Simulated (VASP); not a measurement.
Input of a VASP 6.6.1 run:

Contents of INCAR:

```
SYSTEM = LuB2Os2
  PREC = Accurate
  ENCUT = 600
  EDIFF = 1E-6
  ISMEAR = -1
  SIGMA = 0.1
  LREAL = .FALSE.
  LASPH = .TRUE.
  NELM = 120
  ALGO = Normal
  ISIF = 2
  LWAVE = .FALSE.
  LCHARG = .FALSE.
  GGA = RP
  NBANDS = 32
  GGA_COMPAT = .FALSE.
```

The input KPOINTS:

```
Automatic mesh
0
G
  5 5 5
  0 0 0
```

File POSCAR:

```
LuB2Os2
1.0
    0.0000000000      3.7867130000      0.0000000000
    3.7867130000      0.0000000000      0.0000000000
    1.8933560000      1.8933560000     -4.3998010000
Os Lu B
2 1 2
Direct
    0.7500000000      0.2500000000      0.5000000000
    0.2500000000      0.7500000000      0.5000000000
    0.0000000000      0.0000000000      0.0000000000
    0.3750000000      0.3750000000      0.2500000000
    0.6250000000      0.6250000000      0.7500000000
```

Potentials or basis: VASP PAW PBE potentials, release 64 (Os, Lu, B).

The run is started by

```bash
$ cat potpaw_PBE.64/Os/POTCAR potpaw_PBE.64/Lu/POTCAR potpaw_PBE.64/B/POTCAR > POTCAR
$ mpirun -np 1 vasp_std > vasp.out
```

(1) Predict the band gap on the k mesh.

(2) Predict the largest force.

(3) Predict the pressure.

Results:

(1) zero (an odd number of electrons rules out a gap without spin polarisation).

(2) 0.768 eV/Å.

(3) 18.6 GPa.

Caveat: the k points lie up to 0.36 Å⁻¹ apart, too coarse for converged energies and pressures of a metal; the PAW data sets were made with another functional, which shifts forces and pressure a little; spin-orbit coupling is left out, which moves the levels of the heavy elements.
